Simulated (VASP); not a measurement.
## Zn5S: single point with PBE

Zn5S:

```xyz
6
Lattice="7.9732 0.0000 0.0000 0.0000 7.9732 0.0000 0.0000 0.0000 9.0707" Properties=species:S:1:pos:R:3 pbc="T T T"
Zn    3.9866    3.9866    6.6878
Zn    3.9866    3.9866    2.3829
Zn    0.0000    3.9866    4.5354
Zn    3.9866    0.0000    4.5354
Zn    3.9866    3.9866    0.0000
S     3.9866    3.9866    4.5354
```

The cell was generated, and may not be a known phase.

| Quantity | Value |
| --- | --- |
| Program | VASP 6.6.1 |
| Task | single point |
| Functional | PBE |
| Potentials or basis | VASP PAW PBE potentials, release 64 (Zn, S) |
| Cutoff | 520 eV |
| k mesh | 4 × 4 × 4 |
| Occupations | gaussian, width 0.02 eV |
| Spin | no spin polarisation |
| Dipole correction | no |
| Further INCAR settings | ALGO = Normal; EDIFF = 1e-07; NBANDS = 42 |

```json
{"Pressure": "0.1 GPa", "Largest force": "0.017 eV/Å", "Band gap on the k mesh": "1.86 eV"}
```

Forces on the atoms (eV/Å):
```
Zn   0.000  0.000  0.017
Zn   0.000  0.000 -0.017
Zn   0.000  0.000  0.000
Zn   0.000  0.000  0.000
Zn   0.000  0.000  0.000
S    0.000  0.000  0.000
```

Levels at points of the mesh, in eV from the valence-band top:
```csv
k point,band 30,band 31,band 32,band 33,band 34,band 35,band 36,band 37
"(0.00, 0.00, 0.00)",-0.90,-0.80,-0.55,-0.24,2.34,2.51,2.51,3.60
"(0.50, 0.00, 0.00)",-0.89,-0.67,-0.23,-0.01,2.28,2.36,2.54,3.00
"(0.50, 0.50, 0.00)",-1.32,-0.23,-0.01,-0.01,2.19,2.40,2.40,3.04
"(0.00, 0.00, 0.50)",-0.86,-0.86,-0.71,-0.55,2.13,2.13,3.39,4.01
"(0.50, 0.00, 0.50)",-1.31,-0.86,-0.63,0.00,1.86,2.15,3.74,3.95
"(0.50, 0.50, 0.50)",-1.30,-1.30,0.00,0.00,1.89,1.89,3.34,3.87
```

Run time: 7.1 min on 1 thread of Intel(R) Xeon(R) 6975P-C (Granite Rapids), on a shared host, peak memory 0.71 GiB.

A k mesh can miss the band edges.
